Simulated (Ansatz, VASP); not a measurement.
One calculation of Si, two programs

```
Si
1.0
    -3.30661    3.30661    3.07581
     3.30661   -3.30661    3.07581
     3.30661    3.30661   -3.07581
Si
8
Direct
  0.20479 0.20479 0.20479
  0.50000 0.00000 0.29521
  0.29521 0.50000 0.00000
  0.00000 0.29521 0.50000
  0.79521 0.79521 0.79521
  0.50000 0.00000 0.70479
  0.70479 0.50000 0.00000
  0.00000 0.70479 0.50000
```

Alike in both runs: task single point; functional PBEsol; k mesh 10 × 10 × 10; occupations gaussian, width 0.15 eV; no spin polarisation.

```csv
,VASP,Ansatz
version,VASP 6.6.1,Ansatz 0.2.0
potentials or method,"VASP PAW PBE potentials, release 64 (Si), cutoff 520 eV","scalar-relativistic, plane waves, PAW"
valence electrons in the cell,32,32
```

|  | VASP | Ansatz | Ansatz less VASP |
| --- | --- | --- | --- |
| gap on the k mesh at the Fermi level (eV) | none | none | - |
| pressure (GPa) | 8.2 | 8.0 | -0.15 |
| traceless stress, the component that is largest in VASP (GPa) | 7.45 | 7.44 | -0.003 |
| rms of the force components (eV/Å) | 0.427 | 0.421 | -0.0055 |

VASP's potentials were made for PBE, not for PBEsol, and Ansatz warns of the same on its side. Atom by atom the forces differ by 0.007 eV/Å (rms over components). A gap of «none» marks a metal or a gap that the smearing closes. With one functional, cell and mesh, what is left measures potentials, basis and numerics.
